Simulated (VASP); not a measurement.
# Mo (P6/mmm) in VASP: further runs

Mo is run at these levels: LDA; tasks: single point.

All numbers are computed with VASP 6.6.1; they aren't measurements. Logs are shortened: lines on timing, memory, paths and dates and some standing lists are left out, and cuts for length are marked.

## 1. The cell of the first run

Symmetry: P6/mmm, No. 191, hexagonal system. Conventional cell: a = 2.736 Å, b = 2.736 Å, c = 2.555 Å, α = 90.00°, β = 90.00°, γ = 120.00°. Mo (site symmetry 6/mmm) has 8 Mo at 2.56 to 2.74 Å within 3.4 Å.

## 2. Single point, LDA

Contents of INCAR:

```
SYSTEM = Mo
PREC = Accurate
ENCUT = 520
EDIFF = 1E-7
ISMEAR = 1
SIGMA = 0.2
LREAL = .False.
LASPH = .True.
NELM = 60
ALGO = Normal
ISIF = 2
LWAVE = .False.
LCHARG = .True.
LELF = .True.
LVHAR = .True.
NBANDS = 13
```

Contents of KPOINTS:

```
regular mesh
0
Gamma
  6 6 5
  0 0 0
```

Contents of POSCAR:

```
Mo
1.0
    2.7355100000      0.0000000000      0.0000000000
   -1.3677550000      2.3690210000      0.0000000000
    0.0000000000      0.0000000000      2.5551810000
Mo
1
Direct
    0.0000000000      0.0000000000      0.5000000000
```

Potentials or basis: VASP PAW LDA potentials, release 64 (Mo_sv).

Launch:

```
$ cat potpaw_LDA.64/Mo_sv/POTCAR > POTCAR
$ mpirun -np 1 vasp_std > vasp.out
```

OUTCAR:

```text
SYSTEM = Mo
   PREC = Accurate
   ENCUT = 520
   EDIFF = 1E-7
   ISMEAR = 1
   LREAL = .False.
   LASPH = .True.
   NELM = 60
   ISIF = 2

 ion  position               nearest neighbor table
   1  0.000  0.000  0.500-

  LATTYP: Found a hexagonal cell.
 ALAT       =     2.7355100000
 C/A-ratio  =     0.9340784717

  Lattice vectors:

 A1 = (   2.7355100000,   0.0000000000,   0.0000000000)
 A2 = (  -1.3677550000,   2.3690210000,   0.0000000000)
 A3 = (   0.0000000000,   0.0000000000,   2.5551810000)

Analysis of symmetry for initial positions (statically):
=====================================================================
 Subroutine PRICEL returns:
 Original cell was already a primitive cell.

 Routine SETGRP: Setting up the symmetry group for a
 hexagonal supercell.

 Subroutine GETGRP returns: Found 24 space group operations
 (whereof 24 operations were pure point group operations)
 out of a pool of 24 trial point group operations.

The static configuration has the point symmetry D_6h.

Analysis of symmetry for dynamics (positions and initial velocities):
=====================================================================
 Subroutine PRICEL returns:
 Original cell was already a primitive cell.

 Routine SETGRP: Setting up the symmetry group for a
 hexagonal supercell.

 Subroutine GETGRP returns: Found 24 space group operations
 (whereof 24 operations were pure point group operations)
 out of a pool of 24 trial point group operations.

The dynamic configuration has the point symmetry D_6h.

 Subroutine INISYM returns: Found 24 space group operations
 (whereof 24 operations are pure point group operations),
 and found     1 'primitive' translations

----------------------------------------------------------------------------------------

                                     Primitive cell

  volume of cell :      16.5588

  direct lattice vectors                    reciprocal lattice vectors
     2.735510000  0.000000000  0.000000000     0.365562546  0.211057648  0.000000000
    -1.367755000  2.369021000  0.000000000     0.000000000  0.422115296  0.000000000
     0.000000000  0.000000000  2.555181000     0.000000000  0.000000000  0.391361708

  length of vectors
     2.735510000  2.735509868  2.555181000     0.422115275  0.422115296  0.391361708

  position of ions in fractional coordinates (direct lattice)
     0.000000000  0.000000000  0.500000000

  ion indices of the primitive-cell ions
   primitive index   ion index
                 1           1

[... 76 lines left out ...]
   TEBEG  =    0.0;   TEEND  =   0.0 temperature during run
   PSTRESS=    0.0 pullay stress
   NELECT =      14.0000    total number of electrons
   NUPDOWN=      -1.0000    fix difference up-down
   EMIN   =  10.00;   EMAX   =-10.00  energy-range for DOS
   EFERMI =   0.00;   METHOD = LEGACY
   ISMEAR =     1;   SIGMA  =   0.20  broadening in eV -4-tet -1-fermi 0-gaus
   EFERMI_NEDOS =   21; number of points for ismear=-14 and -15
   IALGO  =     38    algorithm
   IMIX   =      4    mixing-type and parameters
     AMIX     =   0.40;   BMIX     =  1.00
     AMIX_MAG =   1.60;   BMIX_MAG =  1.00
  volume/ion in A,a.u.               =      16.56       111.74
  Fermi-wavevector in a.u.,A,eV,Ry     =   1.548013  2.925320 32.604234  2.396344
  Thomas-Fermi vector in A             =   2.653024
   LORBIT       =      0    0 simple, 1 ext, 2 COOP (PROOUT), +10 PAW based schemes
   GGA     = CA    functional components
   LHFCALC =     F    Hartree Fock is set to
   AEXX    =    0.0000 exact exchange contribution
   IVDW    =     0    specifies the selected vdW correction
   LEPSILON=     F    determine dielectric tensor
   LRPA    =     F    only Hartree local field effects (RPA)
 non-spin polarized calculation
 Methfessel and Paxton  Order N= 1 SIGMA  =   0.20
  energy-cutoff  :      520.00
  volume of cell :       16.56
 maximum number of plane-waves:       460
   NGX = 11   NGY = 11   NGZ =  9

 number of electron      14.0000002 magnetization

 Free energy of the ion-electron system (eV)
  ---------------------------------------------------
  ext. energy  EPLUGINS =         0.00000000
  ---------------------------------------------------
  free energy    TOTEN  =       -11.24980914 eV

  energy without entropy =      -11.24650993  energy(sigma->0) =      -11.24870940

 E-fermi :  11.3231     XC(G=0): -13.1916

 val. band max:       11.2877458359   @ k =   0.0000   0.0000   0.4000
 cond. band min:      11.4403570070   @ k =   0.1667   0.0000   0.0000
 fundamental gap:      0.1526111712
 Fermi energy:        11.3231448338

 k-point     1 :       0.0000    0.0000    0.0000
  band No.  band energies     occupation
      1     -49.2675      2.00000
      2     -22.7551      2.00000
      3     -22.7551      2.00000
      4     -22.5898      2.00000
      5       4.6449      2.00000
      6       7.2053      2.00000
      7      10.4594      2.00000
      8      10.4595      2.00000
      9      15.5409      0.00000
     10      15.5409      0.00000
     11      24.3978      0.00000
     12      27.1199      0.00000
     13      31.9637      0.00000
[... 306 lines left out ...]
  band No.  band energies     occupation
      1     -48.7994      2.00000
      2     -23.8599      2.00000
      3     -23.5391      2.00000
      4     -23.5391      2.00000
      5       7.8642      2.00000
      6       7.8642      2.00000
      7      11.2611      1.49839
      8      11.2611      1.49839
      9      15.6870      0.00000
     10      21.6156      0.00000
     11      25.0875      0.00000
     12      25.0875      0.00000
     13      27.8615      0.00000

------------------------ aborting loop because EDIFF is reached ----------------------------------------

  FORCE on cell =-STRESS in cart. coord.  units (eV):
  Direction    XX          YY          ZZ          XY          YZ          ZX
  --------------------------------------------------------------------------------------
  -------------------------------------------------------------------------------------
  Total       -0.3228914     -0.3228914     -0.9019530      0.0000000     -0.0000000      0.0000000
  in kB      -31.2419544    -31.2419503    -87.2701251      0.0000000     -0.0000000      0.0000000
  external PRESSURE =     -49.9180099 kB  Pullay stress =       0.0000000 kB

 VOLUME and BASIS-vectors are now :
 -----------------------------------------------------------------------------
  energy-cutoff  :      520.00
  volume of cell :       16.56
      direct lattice vectors                 reciprocal lattice vectors
     2.735510000  0.000000000  0.000000000     0.365562546  0.211057648  0.000000000
    -1.367755000  2.369021000  0.000000000     0.000000000  0.422115296  0.000000000
     0.000000000  0.000000000  2.555181000     0.000000000  0.000000000  0.391361708

 POSITION                                       TOTAL-FORCE (eV/Angst)
 -----------------------------------------------------------------------------------
      0.00000      0.00000      1.27759        -0.000000      0.000000      0.000000
 -----------------------------------------------------------------------------------
    total drift:                                0.000000      0.000000     -0.000000

  FREE ENERGIE OF THE ION-ELECTRON SYSTEM (eV)
  ---------------------------------------------------
  free  energy   TOTEN  =       -11.2498091418 eV

  energy  without entropy=      -11.2465099277  energy(sigma->0) =      -11.24870940
```

OSZICAR:

```text
N       E                     dE             d eps       ncg     rms          rms(c)
DAV:   1     0.109947027592E+03    0.10995E+03   -0.90640E+03   546   0.113E+03
DAV:   2    -0.104533312183E+02   -0.12040E+03   -0.11664E+03   601   0.337E+02
DAV:   3    -0.117888817756E+02   -0.13356E+01   -0.13293E+01   646   0.368E+01
DAV:   4    -0.117929956507E+02   -0.41139E-02   -0.41138E-02   606   0.231E+00
DAV:   5    -0.117930303064E+02   -0.34656E-04   -0.34657E-04   631   0.184E-01    0.138E+01
DAV:   6    -0.113251756346E+02    0.46785E+00   -0.56917E-01   551   0.931E+00    0.402E+00
DAV:   7    -0.112555749467E+02    0.69601E-01   -0.10786E-01   591   0.369E+00    0.826E-01
DAV:   8    -0.112498324144E+02    0.57425E-02   -0.44103E-03   546   0.825E-01    0.114E-01
DAV:   9    -0.112498049850E+02    0.27429E-04   -0.89718E-05   651   0.109E-01    0.433E-02
DAV:  10    -0.112498091308E+02   -0.41458E-05   -0.72266E-06   556   0.281E-02    0.198E-03
DAV:  11    -0.112498091418E+02   -0.11058E-07   -0.16488E-07   557   0.478E-03
   1 F= -.11249809E+02 E0= -.11248709E+02  d E =-.329921E-02
```

stdout:

```text
POSCAR found type information on POSCAR Mo
 POSCAR found :  1 types and       1 ions
 scaLAPACK will be used
 LDA part: xc-table for (Slater(with rela. corr.)+CA(PZ))
 , standard interpolation
 POSCAR, INCAR and KPOINTS ok, starting setup
 FFT: planning ... GRIDC
 FFT: planning ... GRID_SOFT
 FFT: planning ... GRID
 WAVECAR not read
 entering main loop
```

Run time: 6.9 s. Hardware: 1 thread of Intel Xeon 8259CL, shared host; peak memory 0.11 GiB.

What came out:

```yaml
Free_energy: -11.2498 eV
Pressure: -5.0 GPa
Band_gap_on_the_k_mesh: zero (band 7 reaches 12.38 eV, above the bottom of band 8 at 10.46 eV)
```

Stress tensor (GPa, compression positive):
```
-3.12  0.00  0.00
 0.00 -3.12  0.00
 0.00  0.00 -8.73
```

Caveat: the k points lie up to 0.49 Å⁻¹ apart.

## 3. Single point, LDA

Contents of INCAR:

```
PREC = Accurate ; ENCUT = 520
EDIFF = 1E-6 ; ISMEAR = 1
SIGMA = 0.2 ; LREAL = F
LASPH = T ; NELM = 100
ALGO = Normal ; ISIF = 2
LWAVE = F ; LCHARG = F
NBANDS = 13
```

Contents of KPOINTS:

```
regular mesh
0
Gamma
  6 6 5
```

POSCAR is that of step 2.

Potentials or basis: VASP PAW LDA potentials, release 64 (Mo_sv).

Launch:

```
$ cat potpaw_LDA.64/Mo_sv/POTCAR > POTCAR
$ mpirun -np 1 vasp_std > vasp.out
```

OUTCAR:

```text
PREC = Accurate
   ENCUT = 520
   EDIFF = 1E-6
   ISMEAR = 1
   LREAL = F
   LASPH = T
   NELM = 100
   ISIF = 2

 ion  position               nearest neighbor table
   1  0.000  0.000  0.500-

  LATTYP: Found a hexagonal cell.
 ALAT       =     2.7355100000
 C/A-ratio  =     0.9340784717

  Lattice vectors:

 A1 = (   2.7355100000,   0.0000000000,   0.0000000000)
 A2 = (  -1.3677550000,   2.3690210000,   0.0000000000)
[... 509 lines left out ...]
     11      25.0875      0.00000
     12      25.0875      0.00000
     13      27.8615      0.00000

------------------------ aborting loop because EDIFF is reached ----------------------------------------

  FORCE on cell =-STRESS in cart. coord.  units (eV):
  Direction    XX          YY          ZZ          XY          YZ          ZX
  --------------------------------------------------------------------------------------
  -------------------------------------------------------------------------------------
  Total       -0.3228553     -0.3228553     -0.9019319      0.0000000      0.0000000      0.0000000
  in kB      -31.2384645    -31.2384605    -87.2680875      0.0000000      0.0000000      0.0000000
  external PRESSURE =     -49.9150042 kB  Pullay stress =       0.0000000 kB

 VOLUME and BASIS-vectors are now :
 -----------------------------------------------------------------------------
  energy-cutoff  :      520.00
  volume of cell :       16.56
      direct lattice vectors                 reciprocal lattice vectors
     2.735510000  0.000000000  0.000000000     0.365562546  0.211057648  0.000000000
    -1.367755000  2.369021000  0.000000000     0.000000000  0.422115296  0.000000000
     0.000000000  0.000000000  2.555181000     0.000000000  0.000000000  0.391361708

 POSITION                                       TOTAL-FORCE (eV/Angst)
 -----------------------------------------------------------------------------------
      0.00000      0.00000      1.27759        -0.000000      0.000000      0.000000
 -----------------------------------------------------------------------------------
    total drift:                                0.000000      0.000000     -0.000000

  FREE ENERGIE OF THE ION-ELECTRON SYSTEM (eV)
  ---------------------------------------------------
  free  energy   TOTEN  =       -11.2498091414 eV

  energy  without entropy=      -11.2465099272  energy(sigma->0) =      -11.24870940
```

stdout:

```text
POSCAR found type information on POSCAR Mo
 POSCAR found :  1 types and       1 ions
 scaLAPACK will be used
 LDA part: xc-table for (Slater(with rela. corr.)+CA(PZ))
 , standard interpolation
 POSCAR, INCAR and KPOINTS ok, starting setup
 FFT: planning ... GRIDC
 FFT: planning ... GRID_SOFT
 FFT: planning ... GRID
 WAVECAR not read
 entering main loop
```

It took 6.2 s on 1 thread of Intel Xeon 8259CL, shared host; peak memory 0.12 GiB.

Results:

- Free energy: -11.2498 eV
- Pressure: -5.0 GPa
- Band gap on the k mesh: zero (band 7 reaches 12.38 eV, above the bottom of band 8 at 10.46 eV)

Levels at points of the mesh, in eV from the Fermi level:
| k point | band 5 | band 6 | band 7 | band 8 | band 9 | band 10 |
| --- | --- | --- | --- | --- | --- | --- |
| (0.00, 0.00, 0.00) | -6.68 | -4.12 | -0.86 | -0.86 | 4.22 | 4.22 |
| (0.50, 0.00, 0.00) | -4.87 | -2.89 | 1.06 | 1.19 | 3.54 | 4.48 |

Caveat: the k points lie up to 0.49 Å⁻¹ apart.
